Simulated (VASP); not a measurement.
# Ni in VASP: single point with PBE

Aim: the single point of Ni with PBE.

Everything below comes from runs of VASP 6.6.1. Logs are shortened: lines on timing, memory, paths and dates and some standing lists are left out, and cuts for length are marked.

## (1) The cell of the first run

The cell holds a slab with vacuum, 5 atoms: a = 2.488 Å, b = 2.488 Å, c = 24.126 Å, α = 90.00°, β = 90.00°, γ = 120.00°.

## (2) Single point, PBE, collinear spin, ferromagnetic start

POSCAR reads:

```
Ni
1.0
    2.4880369585      0.0000000000      0.0000000000
   -1.2440184792      2.1547032116      0.0000000000
    0.0000000000      0.0000000000     24.1259000000
Ni
5
Direct
    0.8333333330      0.1666666670      0.3315939577
    0.1666666670      0.8333333330      0.4157969786
    0.5000000000      0.5000000000      0.5000000000
    0.8333333330      0.1666666670      0.5842030214
    0.1666666670      0.8333333330      0.6684060423
```

INCAR.step1 reads:

```
SYSTEM = Ni
PREC = Accurate
ENCUT = 520
EDIFF = 1E-6
ISMEAR = -1
SIGMA = 0.05
LREAL = .False.
LASPH = .True.
NELM = 150
ALGO = Normal
ISIF = 2
LWAVE = .False.
LCHARG = .True.
ISPIN = 2
MAGMOM = 1 1 1 1 1
LMAXMIX = 4
LDIPOL = .True.
IDIPOL = 3
DIPOL = 0.5 0.5 0.500
GGA = PE
NBANDS = 37
```

KPOINTS.step1 reads:

```
Automatic mesh
0
Gamma
  19 19 1
  0 0 0
```

INCAR.step2 reads:

```
SYSTEM = Ni
PREC = Accurate
ENCUT = 520
EDIFF = 1E-6
ISMEAR = -5
SIGMA = 0.05
LREAL = .False.
LASPH = .True.
NELM = 150
ALGO = Normal
ISIF = 2
LWAVE = .False.
LCHARG = .False.
ISPIN = 2
MAGMOM = 1 1 1 1 1
LORBIT = 11
LMAXMIX = 4
LDIPOL = .True.
IDIPOL = 3
DIPOL = 0.5 0.5 0.500
GGA = PE
NEDOS = 2001
ICHARG = 11
```

KPOINTS.step2 reads:

```
Automatic mesh
0
Gamma
  29 29 1
  0 0 0
```

Potentials or basis: VASP PAW PBE potentials, release 64 (Ni).

Run with:

```console
cat potpaw_PBE.64/Ni/POTCAR > POTCAR
cp INCAR.step1 INCAR
cp KPOINTS.step1 KPOINTS
mpirun -np 1 vasp_std > vasp.out
cp INCAR.step2 INCAR
cp KPOINTS.step2 KPOINTS
mpirun -np 1 vasp_std > vasp.out
```

OUTCAR:

```text
SYSTEM = Ni
   PREC = Accurate
   ENCUT = 520
   EDIFF = 1E-6
   ISMEAR = -5
   LREAL = .False.
   LASPH = .True.
   NELM = 150
   ISIF = 2
   ISPIN = 2
   LORBIT = 11
   GGA = PE
   ICHARG = 11

 ion  position               nearest neighbor table
   1  0.833  0.167  0.332-   2 2.49   2 2.49   2 2.49
   2  0.167  0.833  0.416-   1 2.49   1 2.49   1 2.49   3 2.49   3 2.49   3 2.49
   3  0.500  0.500  0.500-   2 2.49   4 2.49   4 2.49   2 2.49   2 2.49   4 2.49
   4  0.833  0.167  0.584-   5 2.49   5 2.49   5 2.49   3 2.49   3 2.49   3 2.49
   5  0.167  0.833  0.668-   4 2.49   4 2.49   4 2.49

  LATTYP: Found a hexagonal cell.
 ALAT       =     2.4880369585
 C/A-ratio  =     9.6967611022

  Lattice vectors:

 A1 = (   2.4880369585,   0.0000000000,   0.0000000000)
 A2 = (  -1.2440184792,   2.1547032116,   0.0000000000)
 A3 = (   0.0000000000,   0.0000000000,  24.1259000000)

Analysis of symmetry for initial positions (statically):
=====================================================================
 Subroutine PRICEL returns:
 Original cell was already a primitive cell.

 Routine SETGRP: Setting up the symmetry group for a
 hexagonal supercell.

 Subroutine GETGRP returns: Found 12 space group operations
 (whereof  4 operations were pure point group operations)
 out of a pool of 24 trial point group operations.

The static configuration has the point symmetry C_2h.
 The point group associated with its full space group is D_3d.

Analysis of symmetry for dynamics (positions and initial velocities):
=====================================================================
 Subroutine PRICEL returns:
 Original cell was already a primitive cell.

 Routine SETGRP: Setting up the symmetry group for a
 hexagonal supercell.

 Subroutine GETGRP returns: Found 12 space group operations
 (whereof  4 operations were pure point group operations)
 out of a pool of 24 trial point group operations.

The dynamic configuration has the point symmetry C_2h.
 The point group associated with its full space group is D_3d.

Analysis of structural, dynamic, and magnetic symmetry:
=====================================================================
 Subroutine PRICEL returns:
 Original cell was already a primitive cell.

 Routine SETGRP: Setting up the symmetry group for a
 hexagonal supercell.

 Subroutine GETGRP returns: Found 12 space group operations
 (whereof  4 operations were pure point group operations)
 out of a pool of 24 trial point group operations.

The overall configuration has the point symmetry C_2h.
 The point group associated with its full space group is D_3d.

 Subroutine INISYM returns: Found 12 space group operations
 (whereof  4 operations are pure point group operations),
 and found     1 'primitive' translations

----------------------------------------------------------------------------------------

                                     Primitive cell

  volume of cell :     129.3385

  direct lattice vectors                    reciprocal lattice vectors
     2.488036958  0.000000000  0.000000000     0.401923290  0.232050520  0.000000000
    -1.244018479  2.154703212  0.000000000     0.000000000  0.464101039  0.000000000
     0.000000000  0.000000000 24.125900000     0.000000000  0.000000000  0.041449231

  length of vectors
     2.488036958  2.488036958 24.125900000     0.464101039  0.464101039  0.041449231

  position of ions in fractional coordinates (direct lattice)
     0.833333333  0.166666667  0.331593958
     0.166666667  0.833333333  0.415796979
     0.500000000  0.500000000  0.500000000
     0.833333333  0.166666667  0.584203021
     0.166666667  0.833333333  0.668406042

  ion indices of the primitive-cell ions
   primitive index   ion index
                 1           1
                 2           2
                 3           3
                 4           4
                 5           5

[... 35 lines left out ...]
  0.172414 -0.000000  0.000000      6.000000
[... 16 lines left out ...]
  0.275862  0.034483  0.000000     12.000000
  0.310345  0.034483  0.000000     12.000000
 [... further k-points ...]
   k-points           NKPTS =     85   k-points in BZ     NKDIM =     85   number of bands    NBANDS=     33
   number of dos      NEDOS =   2001   number of ions     NIONS =      5
   total plane-waves  NPLWV =  72000
   dimension x,y,z NGX =    20 NGY =   20 NGZ =  180
   dimension x,y,z NGXF=    40 NGYF=   40 NGZF=  360
   ions per type =               5
   NGX,Y,Z   is equivalent  to a cutoff of  13.36, 13.36, 12.40 a.u.
   NGXF,Y,Z  is equivalent  to a cutoff of  26.73, 26.73, 24.81 a.u.
 SYSTEM =  Ni
   PREC   = accura    normal or accurate (medium, high low for compatibility)
   ISTART =      0    job   : 0-new  1-cont  2-samecut
   ICHARG =     11    charge: 1-file 2-atom 10-const
   ISPIN  =      2    spin polarized calculation?
   LNONCOLLINEAR =      F non collinear calculations
   LSORBIT =      F    spin-orbit coupling
   LASPH  =      T    aspherical Exc in radial PAW
   ENCUT  =  520.0 eV  38.22 Ry    6.18 a.u.   4.63  4.63 44.86*2*pi/ulx,y,z
   NELM   =    150;   NELMIN=  2; NELMDL=  0     # of ELM steps
   EDIFF  = 0.1E-05   stopping-criterion for ELM
   LREAL  =      F    real-space projection
   EDIFFG = 0.1E-04   stopping-criterion for IOM
   NSW    =      0    number of steps for IOM
   IBRION =     -1    ionic relax: 0-MD 1-quasi-New 2-CG
   NFREE  =      0    steps in history (QN), initial steepest desc. (CG)
   ISIF   =      2    stress and relaxation
   ISYM   =      2    0-nonsym 1-usesym 2-fastsym
   POTIM  = 0.5000    time-step for ionic-motion
   TEBEG  =    0.0;   TEEND  =   0.0 temperature during run
   PSTRESS=    0.0 pullay stress
   NELECT =      50.0000    total number of electrons
   NUPDOWN=      -1.0000    fix difference up-down
   EMIN   =  10.00;   EMAX   =-10.00  energy-range for DOS
   EFERMI =   0.00;   METHOD = LEGACY
   ISMEAR =    -5;   SIGMA  =   0.05  broadening in eV -4-tet -1-fermi 0-gaus
   EFERMI_NEDOS =   21; number of points for ismear=-14 and -15
   IALGO  =     38    algorithm
   IMIX   =      4    mixing-type and parameters
     AMIX     =   0.40;   BMIX     =  1.00
     AMIX_MAG =   1.60;   BMIX_MAG =  1.00
  volume/ion in A,a.u.               =      25.87       174.56
  Fermi-wavevector in a.u.,A,eV,Ry     =   1.192584  2.253657 19.350968  1.422256
  Thomas-Fermi vector in A             =   2.328618
   LORBIT       =     11    0 simple, 1 ext, 2 COOP (PROOUT), +10 PAW based schemes
   GGA     = PE    functional components
   LHFCALC =     F    Hartree Fock is set to
   AEXX    =    0.0000 exact exchange contribution
   IVDW    =     0    specifies the selected vdW correction
   LEPSILON=     F    determine dielectric tensor
   LRPA    =     F    only Hartree local field effects (RPA)
 spin polarized calculation
 Fermi weights with tetrahedron method with Bloechl corrections
  energy-cutoff  :      520.00
  volume of cell :      129.34
 maximum number of plane-waves:      3522
 NGX is ok and might be reduce to    20

 number of electron      50.0000011 magnetization       3.2898776

 dipolmoment           0.000000      0.000000     -0.000000 electrons x Angstroem

 Free energy of the ion-electron system (eV)
  ---------------------------------------------------
  ext. energy  EPLUGINS =         0.00000000
  ---------------------------------------------------
  free energy    TOTEN  =       -26.06483037 eV

  energy without entropy =      -26.06483037  energy(sigma->0) =      -26.06483037

 E-fermi :   1.0802     XC(G=0):  -6.3616

 val. band max:        1.0820166128   @ k =   0.4483  -0.0000   0.0000
 cond. band min:       1.0673916429   @ k =   0.0345   0.0345   0.0000
 fundamental gap:     -0.0146249699
 Fermi energy:         1.0802097384

 spin component 1

 k-point     1 :       0.0000    0.0000    0.0000
  band No.  band energies     occupation
      1      -7.6135      1.00000
      2      -6.6680      1.00000
      3      -5.3383      1.00000
      4      -4.1486      1.00000
      5      -3.7776      1.00000
      6      -1.5673      1.00000
[... 853 lines left out ...]
     32       8.6582      0.00000
     33       9.4355      0.00000

 [... further k-points ...]

 spin component 2

 k-point     1 :       0.0000    0.0000    0.0000
  band No.  band energies     occupation
      1      -7.6494      1.00000
      2      -6.7000      1.00000
      3      -5.3332      1.00000
      4      -3.9907      1.00000
      5      -3.3960      1.00000
      6      -0.8568      1.00000
[... 853 lines left out ...]
     32       8.7323      0.00000
     33       9.4695      0.00000

 [... further k-points ...]

------------------------ aborting loop because EDIFF is reached ----------------------------------------

 vacuum level on the upper side and lower side of the slab       (xc-potential included)        -0.005        -0.005

  FORCE on cell =-STRESS in cart. coord.  units (eV):
  Direction    XX          YY          ZZ          XY          YZ          ZX
  --------------------------------------------------------------------------------------
  -------------------------------------------------------------------------------------
  Total       -1.5733019     -1.5733019     -0.6540755     -0.0000000     -0.0000000     -0.0000000
  in kB      -19.4892369    -19.4892369     -8.1023430     -0.0000000     -0.0000000     -0.0000000
  external PRESSURE =     -15.6936056 kB  Pullay stress =       0.0000000 kB

 VOLUME and BASIS-vectors are now :
 -----------------------------------------------------------------------------
  energy-cutoff  :      520.00
  volume of cell :      129.34
      direct lattice vectors                 reciprocal lattice vectors
     2.488036958  0.000000000  0.000000000     0.401923290  0.232050520  0.000000000
    -1.244018479  2.154703212  0.000000000     0.000000000  0.464101039  0.000000000
     0.000000000  0.000000000 24.125900000     0.000000000  0.000000000  0.041449231

 POSITION                                       TOTAL-FORCE (eV/Angst)
 -----------------------------------------------------------------------------------
      1.86603      0.35912      8.00000        -0.000000      0.000000      0.142048
     -0.62201      1.79559     10.03148         0.000000      0.000000     -0.127990
      0.62201      1.07735     12.06295         0.000000      0.000000      0.000000
      1.86603      0.35912     14.09442        -0.000000      0.000000      0.127990
     -0.62201      1.79559     16.12590         0.000000     -0.000000     -0.142048
 -----------------------------------------------------------------------------------
    total drift:                                0.000000      0.000000     -0.000000

  FREE ENERGIE OF THE ION-ELECTRON SYSTEM (eV)
  ---------------------------------------------------
  free  energy   TOTEN  =       -26.0648303718 eV

  energy  without entropy=      -26.0648303718  energy(sigma->0) =      -26.06483037

 vacuum level on the upper side and lower side of the slab         6.125         6.125

 total charge

# of ion       s       p       d       tot
------------------------------------------
    1        0.488   0.379   8.313   9.180
    2        0.492   0.493   8.316   9.302
    3        0.498   0.496   8.296   9.290
    4        0.492   0.493   8.316   9.302
    5        0.488   0.379   8.313   9.180
--------------------------------------------------
tot          2.459   2.241  41.555  46.254

 magnetization (x)

# of ion       s       p       d       tot
------------------------------------------
    1       -0.005  -0.023   0.699   0.671
    2       -0.007  -0.026   0.707   0.674
    3       -0.006  -0.026   0.697   0.665
    4       -0.007  -0.026   0.707   0.674
    5       -0.005  -0.023   0.699   0.671
--------------------------------------------------
tot         -0.030  -0.125   3.509   3.354
```

Run time: 24 min. Hardware: 1 thread of Oxide Virtual Turin-like, shared host; peak memory 0.59 GiB.

What came out:

- Net moment: 3.29 μB per cell
- Site moments: Ni +0.67 μB
- Valence electrons inside the program's atomic spheres: Ni 9.18, 9.30, 9.29 (each value once)

Levels at points of the mesh, in eV from the Fermi level:
Spin up:
```tsv
k point	band 24	band 25	band 26	band 27	band 28	band 29	band 30	band 31
(0.00, 0.00, 0.00)	-1.01	-1.01	-0.73	-0.73	-0.63	-0.63	-0.45	0.20
```
Spin down:
| k point | band 20 | band 21 | band 22 | band 23 | band 24 | band 25 |
| --- | --- | --- | --- | --- | --- | --- |
| (0.00, 0.00, 0.00) | -0.69 | -0.69 | -0.57 | -0.57 | -0.33 | -0.33 |
